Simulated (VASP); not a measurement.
Set up this calculation in VASP 6.6.1, as the native input.

```yaml
Task: single point
Functional: PBEsol
Potentials_or_basis: VASP PAW PBE potentials, release 64 (As, B)
Cutoff: 520 eV
k_mesh: 10 × 10 × 10
Occupations: fermi-dirac, width 0.05 eV
Spin: no spin polarisation
Dipole_correction: no
Further_INCAR_settings: ALGO = Normal; EDIFF = 1e-06; NBANDS = 11
```

The structure of BAs lies in POSCAR:

```
BAs
1.0
    0.0000000000      2.3885000000      2.3885000000
    2.3885000000      0.0000000000      2.3885000000
    2.3885000000      2.3885000000      0.0000000000
As B
1 1
Direct
    0.7500000000      0.7500000000      0.7500000000
    0.0000000000      0.0000000000      0.0000000000
```

The input as run:

INCAR

```
SYSTEM = BAs
PREC = Accurate
ENCUT = 520
EDIFF = 1E-6
ISMEAR = -1
SIGMA = 0.05
LREAL = .False.
LASPH = .True.
NELM = 80
ALGO = Normal
ISIF = 2
LWAVE = .False.
LCHARG = .True.
GGA = PS
LELF = .True.
LVHAR = .True.
NBANDS = 11
```

KPOINTS

```
regular mesh
0
Gamma
  10 10 10
  0 0 0
```

Potentials or basis: VASP PAW PBE potentials, release 64 (As, B).

Run with:

```console
$ cat potpaw_PBE.64/As/POTCAR potpaw_PBE.64/B/POTCAR > POTCAR
$ mpirun -np 1 vasp_std > vasp.out
```

Results of the run:

The pressure is 0.1 GPa and the band gap on the k mesh is 1.08 eV, indirect (least direct gap 3.24 eV).

Caveat: the PAW data sets were made with another functional, which shifts forces and pressure a little.

It took 10 s on 1 thread of Intel(R) Xeon(R) Platinum 8488C (Sapphire Rapids) (shared host), peak memory 0.16 GiB.
